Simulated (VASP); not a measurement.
Here is a VASP 6.6.1 calculation.

INCAR

```
SYSTEM = Te
PREC = Accurate ; ENCUT = 520
EDIFF = 1E-7 ; ISMEAR = -1
SIGMA = 0.1 ; LREAL = .FALSE.
LASPH = .TRUE. ; NELM = 80
ALGO = Normal ; ISIF = 2
LWAVE = .FALSE. ; LCHARG = .TRUE.
LELF = .TRUE. ; LVHAR = .TRUE.
NBANDS = 9
```

File KPOINTS:

```
Automatic mesh
0
G
  12 12 12
  0 0 0
```

Contents of POSCAR:

```
Te
1.0
    2.9692705431      0.0000000000      0.0000000000
    0.0000000000      2.9692705431      0.0000000000
    0.0000000000      0.0000000000      2.9692705431
Te
1
Direct
    0.0000000000      0.0000000000      0.0000000000
```

Potentials or basis: VASP PAW LDA potentials, release 64 (Te).

Command:

```sh
$ cat potpaw_LDA.64/Te/POTCAR > POTCAR
$ mpirun -np 1 vasp_std > vasp.out
```

Task: What does it give for the band gap on the k mesh?

Result: Zero (band 3 reaches 12.97 eV, above the bottom of band 4 at 5.74 eV).

Task: Estimate the pressure.

Result: 14.7 GPa.

Caveat: spin-orbit coupling is left out, which moves the levels of the heavy elements.
